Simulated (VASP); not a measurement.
# ZrC (I4/mmm) in VASP: single point with PBEsol

Aim: the single point of ZrC with PBEsol.

Program: VASP 6.6.1. These are calculated values, not measurements. Logs are shortened: lines on timing, memory, paths and dates and some standing lists are left out, and cuts for length are marked.

## 1. The cell of the first run

It takes space group I4/mmm (No. 139, tetragonal). Conventional cell: a = 3.390 Å, b = 3.390 Å, c = 4.700 Å, α = 90.00°, β = 90.00°, γ = 90.00°. Within 3.1 Å of Zr (site symmetry 4/mmm) lie 6 C at 2.35 to 2.40 Å. C (site symmetry 4/mmm) has 6 Zr at 2.35 to 2.40 Å within 3.1 Å.

## 2. Single point, PBEsol (equal xx and yy strain of +2 %)

File INCAR:

```
ALGO = Normal
EDIFF = 1E-7
ENCUT = 520
GGA = PS
ISIF = 2
ISMEAR = -1
LASPH = T
LCHARG = F
LREAL = F
LWAVE = F
NBANDS = 15
NELM = 60
PREC = Accurate
SIGMA = 0.05
```

File KPOINTS:

```
k-points
0
Gamma
  15 15 15
```

File POSCAR:

```
ZrC
1.0
    0.0000000000      2.3972142000      2.3502100000
    2.3972142000      0.0000000000      2.3502100000
    2.3972142000      2.3972142000      0.0000000000
Zr C
1 1
Direct
    0.5000000000      0.5000000000      0.5000000000
    0.0000000000      0.0000000000      0.0000000000
```

Potentials or basis: VASP PAW PBE potentials, release 64 (Zr_sv, C).

Started as:

```
$ cat potpaw_PBE.64/Zr_sv/POTCAR potpaw_PBE.64/C/POTCAR > POTCAR
$ mpirun -np 1 vasp_std > vasp.out
```

OUTCAR:

```text
EDIFF = 1E-7
   ENCUT = 520
   GGA = PS
   ISIF = 2
   ISMEAR = -1
   LASPH = T
   LREAL = F
   NELM = 60
   PREC = Accurate

 ion  position               nearest neighbor table
   1  0.500  0.500  0.500-   2 2.35   2 2.35   2 2.40   2 2.40   2 2.40   2 2.40
   2  0.000  0.000  0.000-   1 2.35   1 2.35   1 2.40   1 2.40   1 2.40   1 2.40

  LATTYP: Found a body centered tetragonal cell.
 ALAT       =     3.3901728336
 C/A-ratio  =     1.3864838847

  Lattice vectors:

 A1 = (   0.0000000000,  -2.3972142000,  -2.3502100000)
 A2 = (   0.0000000000,   2.3972142000,  -2.3502100000)
 A3 = (   2.3972142000,   0.0000000000,   2.3502100000)

Analysis of symmetry for initial positions (statically):
=====================================================================
 Subroutine PRICEL returns:
 Original cell was already a primitive cell.

 Routine SETGRP: Setting up the symmetry group for a
 body centered tetragonal supercell.

 Subroutine GETGRP returns: Found 16 space group operations
 (whereof 16 operations were pure point group operations)
 out of a pool of 16 trial point group operations.

The static configuration has the point symmetry D_4h.

Analysis of symmetry for dynamics (positions and initial velocities):
=====================================================================
 Subroutine PRICEL returns:
 Original cell was already a primitive cell.

 Routine SETGRP: Setting up the symmetry group for a
 body centered tetragonal supercell.

 Subroutine GETGRP returns: Found 16 space group operations
 (whereof 16 operations were pure point group operations)
 out of a pool of 16 trial point group operations.

The dynamic configuration has the point symmetry D_4h.

 Subroutine INISYM returns: Found 16 space group operations
 (whereof 16 operations are pure point group operations),
 and found     1 'primitive' translations

----------------------------------------------------------------------------------------

                                     Primitive cell

  volume of cell :      27.0116

  direct lattice vectors                    reciprocal lattice vectors
     0.000000000  2.397214200  2.350210000    -0.208575437  0.208575437  0.212746946
     2.397214200  0.000000000  2.350210000     0.208575437 -0.208575437  0.212746946
     2.397214200  2.397214200  0.000000000     0.208575437  0.208575437 -0.212746946

  length of vectors
     3.357100381  3.357100381  3.390172834     0.363687626  0.363687626  0.363687626

  position of ions in fractional coordinates (direct lattice)
     0.500000000  0.500000000  0.500000000
     0.000000000  0.000000000  0.000000000

  ion indices of the primitive-cell ions
   primitive index   ion index
                 1           1
                 2           2

----------------------------------------------------------------------------------------

 KPOINTS: k-points

Automatic generation of k-mesh.
 Grid dimensions read from file:
 generate k-points for:   15   15   15

 Generating k-lattice:

  Cartesian coordinates                     Fractional coordinates (reciprocal lattice)
    -0.013905029  0.013905029  0.014183130     0.066666667  0.000000000  0.000000000
     0.013905029 -0.013905029  0.014183130     0.000000000  0.066666667  0.000000000
     0.013905029  0.013905029 -0.014183130     0.000000000  0.000000000  0.066666667

  Length of vectors
     0.024245842  0.024245842  0.024245842

  Shift w.r.t. Gamma in fractional coordinates (k-lattice)
     0.000000000  0.000000000  0.000000000

 Subroutine IBZKPT returns following result:
 ===========================================

 Found    288 irreducible k-points:

 Following reciprocal coordinates:
            Coordinates               Weight
  0.000000  0.000000  0.000000      1.000000
  0.066667 -0.000000  0.000000      8.000000
  0.133333  0.000000  0.000000      8.000000
  0.200000  0.000000  0.000000      8.000000
  0.266667  0.000000  0.000000      8.000000
  0.333333  0.000000  0.000000      8.000000
[... 16 lines left out ...]
  0.133333  0.133333  0.000000      2.000000
  0.200000  0.133333  0.000000      8.000000
 [... further k-points ...]
   k-points           NKPTS =    288   k-points in BZ     NKDIM =    288   number of bands    NBANDS=     15
   number of dos      NEDOS =    301   number of ions     NIONS =      2
   total plane-waves  NPLWV =  21952
   dimension x,y,z NGX =    28 NGY =   28 NGZ =   28
   dimension x,y,z NGXF=    56 NGYF=   56 NGZF=   56
   ions per type =               1   1
   NGX,Y,Z   is equivalent  to a cutoff of  13.87, 13.87, 13.73 a.u.
   NGXF,Y,Z  is equivalent  to a cutoff of  27.73, 27.73, 27.46 a.u.
 SYSTEM =  unknown system
   PREC   = accura    normal or accurate (medium, high low for compatibility)
   ISTART =      0    job   : 0-new  1-cont  2-samecut
   ICHARG =      2    charge: 1-file 2-atom 10-const
   ISPIN  =      1    spin polarized calculation?
   LNONCOLLINEAR =      F non collinear calculations
   LSORBIT =      F    spin-orbit coupling
   LASPH  =      T    aspherical Exc in radial PAW
   ENCUT  =  520.0 eV  38.22 Ry    6.18 a.u.   6.24  6.24  6.30*2*pi/ulx,y,z
   NELM   =     60;   NELMIN=  2; NELMDL= -5     # of ELM steps
   EDIFF  = 0.1E-06   stopping-criterion for ELM
   LREAL  =      F    real-space projection
   EDIFFG = 0.1E-05   stopping-criterion for IOM
   NSW    =      0    number of steps for IOM
   IBRION =     -1    ionic relax: 0-MD 1-quasi-New 2-CG
   NFREE  =      0    steps in history (QN), initial steepest desc. (CG)
   ISIF   =      2    stress and relaxation
   ISYM   =      2    0-nonsym 1-usesym 2-fastsym
   POTIM  = 0.5000    time-step for ionic-motion
   TEBEG  =    0.0;   TEEND  =   0.0 temperature during run
   PSTRESS=    0.0 pullay stress
   NELECT =      16.0000    total number of electrons
   NUPDOWN=      -1.0000    fix difference up-down
   EMIN   =  10.00;   EMAX   =-10.00  energy-range for DOS
   EFERMI =   0.00;   METHOD = LEGACY
   ISMEAR =    -1;   SIGMA  =   0.05  broadening in eV -4-tet -1-fermi 0-gaus
   EFERMI_NEDOS =   21; number of points for ismear=-14 and -15
   IALGO  =     38    algorithm
   IMIX   =      4    mixing-type and parameters
     AMIX     =   0.40;   BMIX     =  1.00
     AMIX_MAG =   1.60;   BMIX_MAG =  1.00
  volume/ion in A,a.u.               =      13.51        91.14
  Fermi-wavevector in a.u.,A,eV,Ry     =   1.374880  2.598146 25.719015  1.890294
  Thomas-Fermi vector in A             =   2.500266
   LORBIT       =      0    0 simple, 1 ext, 2 COOP (PROOUT), +10 PAW based schemes
   GGA     = PS    functional components
   LHFCALC =     F    Hartree Fock is set to
   AEXX    =    0.0000 exact exchange contribution
   IVDW    =     0    specifies the selected vdW correction
   LEPSILON=     F    determine dielectric tensor
   LRPA    =     F    only Hartree local field effects (RPA)
 non-spin polarized calculation
  energy-cutoff  :      520.00
  volume of cell :       27.01
 maximum number of plane-waves:       740
 NGX is ok and might be reduce to    28
   NGX = 13   NGY = 13   NGZ = 13

 number of electron      16.0000000 magnetization

 Free energy of the ion-electron system (eV)
  ---------------------------------------------------
  ext. energy  EPLUGINS =         0.00000000
  ---------------------------------------------------
  free energy    TOTEN  =       -20.50748482 eV

  energy without entropy =      -20.50485332  energy(sigma->0) =      -20.50616907

 E-fermi :   9.0328     XC(G=0): -12.0853

 val. band max:        9.0214956701   @ k =   0.4000   0.0000   0.4000
 cond. band min:       9.0529405957   @ k =   0.4667   0.4000   0.0000
 fundamental gap:      0.0314449256
 Fermi energy:         9.0328418586

 k-point     1 :       0.0000    0.0000    0.0000
  band No.  band energies     occupation
      1     -39.0828      2.00000
      2     -16.8531      2.00000
      3     -16.8531      2.00000
      4     -16.8367      2.00000
      5      -2.0969      2.00000
      6       9.9542      0.00000
      7       9.9542      0.00000
      8      10.0264      0.00000
      9      10.0264      0.00000
     10      10.0467      0.00000
     11      10.2112      0.00000
     12      11.6278      0.00000
     13      11.8186      0.00000
     14      15.9217      0.00000
     15      19.3539      0.00000

 k-point     2 :       0.0667   -0.0000    0.0000
  band No.  band energies     occupation
      1     -39.0792      2.00000
      2     -16.8837      2.00000
      3     -16.8567      2.00000
      4     -16.8436      2.00000
      5      -2.0010      2.00000
      6       9.1740      0.11222
      7       9.3485      0.00362
      8       9.4426      0.00055
      9      10.2745      0.00000
     10      10.3565      0.00000
     11      10.6659      0.00000
     12      12.1873      0.00000
     13      12.3824      0.00000
     14      16.1462      0.00000
     15      19.6190      0.00000

 k-point     3 :       0.1333    0.0000    0.0000
  band No.  band energies     occupation
      1     -39.0687      2.00000
      2     -16.9797      2.00000
      3     -16.8669      2.00000
      4     -16.8521      2.00000
      5      -1.7235      2.00000
      6       8.1717      2.00000
      7       8.5466      1.99988
      8       8.6334      1.99932
      9      10.5875      0.00000
     10      10.6526      0.00000
     11      11.0771      0.00000
     12      13.2693      0.00000
     13      13.4822      0.00000
     14      16.7154      0.00000
     15      20.3356      0.00000
[... 343 lines left out ...]
 k-point    23 :       0.1333    0.1333    0.0000
  band No.  band energies     occupation
      1     -39.0632      2.00000
      2     -16.9618      2.00000
      3     -16.8975      2.00000
      4     -16.8975      2.00000
      5      -1.6003      2.00000
      6       7.4728      2.00000
      7       8.8480      1.95156
      8       8.8480      1.95156
      9       9.5355      0.00009
     10      11.8636      0.00000
     11      11.8809      0.00000
     12      11.8809      0.00000
     13      13.8510      0.00000
     14      17.5250      0.00000
     15      20.7095      0.00000

 k-point    24 :       0.2000    0.1333    0.0000
  band No.  band energies     occupation
      1     -39.0514      2.00000
      2     -17.0573      2.00000
      3     -16.9194      2.00000
      4     -16.9055      2.00000
      5      -1.3112      2.00000
      6       6.7950      2.00000
      7       8.3114      2.00000
      8       8.5177      1.99993
      9       9.6096      0.00002
     10      11.8531      0.00000
     11      12.3306      0.00000
     12      12.8544      0.00000
     13      14.4975      0.00000
     14      18.3078      0.00000
     15      21.4545      0.00000

 [... further k-points ...]

------------------------ aborting loop because EDIFF is reached ----------------------------------------

  FORCE on cell =-STRESS in cart. coord.  units (eV):
  Direction    XX          YY          ZZ          XY          YZ          ZX
  --------------------------------------------------------------------------------------
  -------------------------------------------------------------------------------------
  Total       -2.3702229     -2.3702229     -1.3504247      0.0000000      0.0000000      0.0000000
  in kB     -140.5883805   -140.5883805    -80.0996479      0.0000000      0.0000000      0.0000000
  external PRESSURE =    -120.4254696 kB  Pullay stress =       0.0000000 kB

 VOLUME and BASIS-vectors are now :
 -----------------------------------------------------------------------------
  energy-cutoff  :      520.00
  volume of cell :       27.01
      direct lattice vectors                 reciprocal lattice vectors
     0.000000000  2.397214200  2.350210000    -0.208575437  0.208575437  0.212746946
     2.397214200  0.000000000  2.350210000     0.208575437 -0.208575437  0.212746946
     2.397214200  2.397214200  0.000000000     0.208575437  0.208575437 -0.212746946

 POSITION                                       TOTAL-FORCE (eV/Angst)
 -----------------------------------------------------------------------------------
      2.39721      2.39721      2.35021         0.000000     -0.000000      0.000000
      0.00000      0.00000      0.00000        -0.000000      0.000000      0.000000
 -----------------------------------------------------------------------------------
    total drift:                                0.000000      0.000000      0.000000

  FREE ENERGIE OF THE ION-ELECTRON SYSTEM (eV)
  ---------------------------------------------------
  free  energy   TOTEN  =       -20.5074848250 eV

  energy  without entropy=      -20.5048533164  energy(sigma->0) =      -20.50616907
```

Run time: 4 min. Hardware: 1 thread of Intel Xeon 8259CL, shared host; peak memory 0.25 GiB.

What came out:

* Free energy: -20.5075 eV
* Pressure: -12.0 GPa
* Band gap on the k mesh: zero (bands 8 and 9 overlap by 1.46 eV)

Stress tensor (GPa, compression positive):
```
-14.06   0.00   0.00
  0.00 -14.06   0.00
  0.00   0.00  -8.01
```

Levels at points of the mesh, in eV from the Fermi level:
```
           k point  band 4  band 5  band 6  band 7  band 8  band 9  band 10  band 11  band 12  band 13
(0.00, 0.00, 0.00)  -25.87  -11.13    0.92    0.92    0.99    0.99     1.01     1.18     2.59     2.79
```

Caveat: the cell differs from its parent crystal (equal xx and yy strain of +2 %); the stress differs along the axes, from -14 to -8 GPa; the PAW data sets were made with another functional, which shifts forces and pressure a little.

The gap in the log of VASP goes by the Fermi energy; the results here count the filled bands.